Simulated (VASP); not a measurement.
Input of a VASP 6.6.1 run:

INCAR

```
ALGO = Normal
EDIFF = 1E-6
ENCUT = 520
GGA = PE
ISIF = 2
ISMEAR = 0
LASPH = True
LCHARG = False
LREAL = False
LWAVE = False
NBANDS = 22
NELM = 80
PREC = Accurate
SIGMA = 0.1
```

The input KPOINTS:

```
k-points
0
Gamma
  6 6 8
```

The input POSCAR:

```
RbAs4
1.0
    3.7617678226     -4.8907326879      0.0000000000
    3.7617678226      4.8907326879      0.0000000000
    0.0000000000      0.0000000000      4.7705078084
Rb As
1 4
Direct
    0.0000000000      0.0000000000      0.0000000000
    0.6203066174      0.3796933826      0.0000000000
    0.3796933826      0.6203066174      0.0000000000
    0.6548092577      0.6548092577      0.5000000000
    0.3451907423      0.3451907423      0.5000000000
```

Potentials or basis: VASP PAW PBE potentials, release 64 (Rb_sv, As).

Run with:

```console
$ cat potpaw_PBE.64/Rb_sv/POTCAR potpaw_PBE.64/As/POTCAR > POTCAR
$ mpirun -np 1 vasp_std > vasp.out
```

Q: What does it give for the largest force?

A: 0.074 eV/Å.

Q: Predict the band gap on the k mesh.

A: Zero (an odd number of electrons rules out a gap without spin polarisation).

Q: Estimate the pressure.

A: 0.2 GPa.

Stress tensor (GPa, compression positive):
```
0.18 0.00 0.00
0.00 0.18 0.00
0.00 0.00 0.09
```

Caveat: the cell differs from its parent crystal (atoms taken out).
